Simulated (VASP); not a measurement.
Crystal: Hf.

```
Hf
1.0
     2.91381    0.00000    0.00000
     0.00000    2.91381    0.00000
     0.00000    0.00000    2.91381
Hf
1
Direct
  0.50000 0.50000 0.50000
```

This isn't the form of Hf at room conditions, which is hcp.

| Quantity | Value |
| --- | --- |
| Program | VASP 6.6.1 |
| Task | relaxation of cell and atoms |
| Functional | B3LYP |
| Potentials or basis | VASP PAW PBE potentials, release 64 (Hf_pv) |
| Cutoff | 600 eV |
| k mesh | 5 × 5 × 5 |
| Occupations | fermi-dirac, width 0.05 eV |
| Spin | no spin polarisation |

At the start: pressure 2.3 GPa; volume 24.74 Å³/atom.

Task: Where does the relaxation end?

Result: Over 3 steps the energy falls by 4.6 meV/atom and the volume is 25.40 Å³/atom (+2.7 %); space group Pm-3m (No. 221, to 0.1 Å) before and after.

Step by step:
| step | energy change (eV) | largest force (eV/Å) | pressure (GPa) | volume (Å³) |
| --- | --- | --- | --- | --- |
| 1 | 0.0000 | 0.0000 | 2.26 | 24.74 |
| 2 | -0.0008 | 0.0000 | -1.91 | 26.01 |
| 3 | -0.0046 | 0.0000 | -0.03 | 25.40 |

Final structure:
```
Hf
1.0
     2.93945    0.00000    0.00000
     0.00000    2.93945    0.00000
     0.00000    0.00000    2.93945
Hf
1
Direct
  0.50000 0.50000 0.50000
```

Caveat: the k points lie up to 0.43 Å⁻¹ apart in the final cell, too coarse for converged energies and pressures of a metal; the PAW data sets were made with another functional, which shifts forces and pressure a little.
